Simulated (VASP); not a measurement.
Ge4P: single point with PBE

Crystal: Ge4P.

```xyz
5
Lattice="2.0309 1.1725 4.2036 -2.0309 1.1725 4.2036 0.0000 -2.3451 4.2036" Properties=species:S:1:pos:R:3 pbc="T T T"
Ge    0.0000   -1.1725    2.1018
Ge    1.0154    0.5863    2.1018
Ge   -1.0154    0.5863    2.1018
Ge    0.0000    0.0000    6.3054
P     0.0000    0.0000    0.0000
```

The cell was generated, and may not be a known phase.

* Program: VASP 6.6.1
* Task: single point
* Functional: PBE
* Potentials or basis: VASP PAW PBE potentials, release 64 (Ge_d, P)
* Cutoff: 520 eV
* k mesh: 6 × 6 × 6
* Occupations: gaussian, width 0.1 eV
* Spin: no spin polarisation
* Dipole correction: no
* Further INCAR settings: ALGO = Normal; EDIFF = 1e-06; NBANDS = 38

| Property | Result |
| --- | --- |
| Pressure | 214.7 GPa |
| Band gap on the k mesh | zero (an odd number of electrons rules out a gap without spin polarisation) |

Stress tensor (GPa, compression positive):
```
299.27   0.00   0.00
  0.00 299.27   0.00
  0.00   0.00  45.57
```

Levels at points of the mesh, in eV from the Fermi level:
```csv
k point,band 28,band 29,band 30,band 31,band 32,band 33,band 34,band 35
"(0.00, 0.00, 0.00)",-5.38,-4.69,-2.97,-2.97,1.01,1.67,3.33,3.33
"(0.50, 0.00, 0.00)",-3.86,-2.41,-0.43,0.67,0.81,2.55,3.21,6.61
"(0.50, 0.50, 0.00)",-1.35,-1.21,-0.21,0.44,0.99,1.55,3.04,4.59
"(0.50, 0.50, 0.50)",-5.58,-2.45,-0.83,0.59,0.59,0.95,0.95,2.38
```

Wall time 94 s on 1 thread of Oxide Virtual Turin-like Processor, with other jobs on the host, peak memory 0.19 GiB.

Caveat: the stress differs along the axes, from 46 to 299 GPa; an odd number of electrons without spin polarisation forces a metal; a magnetic or distorted state may lie lower.
